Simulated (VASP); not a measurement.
The system is Ir.

```xyz
1
Lattice="0.0000 1.9353 1.9353 1.9353 0.0000 1.9353 1.9353 1.9353 0.0000" Properties=species:S:1:pos:R:3 pbc="T T T"
Ir    0.0000    0.0000    0.0000
```

| Quantity | Value |
| --- | --- |
| Program | VASP 6.6.1 |
| Task | relaxation of cell and atoms |
| Functional | LDA |
| Potentials or basis | VASP PAW LDA potentials, release 64 (Ir_sv_GW) |
| Cutoff | 500 eV |
| k mesh | 18 × 18 × 18 |
| Occupations | gaussian, width 0.1 eV |
| Spin | no spin polarisation |

At the start: pressure -18.6 GPa; volume 14.50 Å³/atom.

Question: How do energy, volume and symmetry change on relaxing?

Answer: Over 5 steps the energy falls by 43.3 meV/atom and the volume is 13.79 Å³/atom (-4.9 %); space group Fm-3m (No. 225, to 0.05 Å).

Step by step:
```tsv
step	energy change (eV)	largest force (eV/Å)	pressure (GPa)	volume (Å³)
1	0.0000	0.0000	-18.61	14.50
2	0.8791	0.0000	141.43	11.24
3	-0.0429	0.0000	-1.96	13.85
4	-0.0433	0.0000	-0.56	13.81
5	-0.0433	0.0000	0.01	13.79
```

Final structure:
```
Ir
1.0
     0.00000    1.90323    1.90323
     1.90323    0.00000    1.90323
     1.90323    1.90323    0.00000
Ir
1
Direct
  0.00000 0.00000 0.00000
```
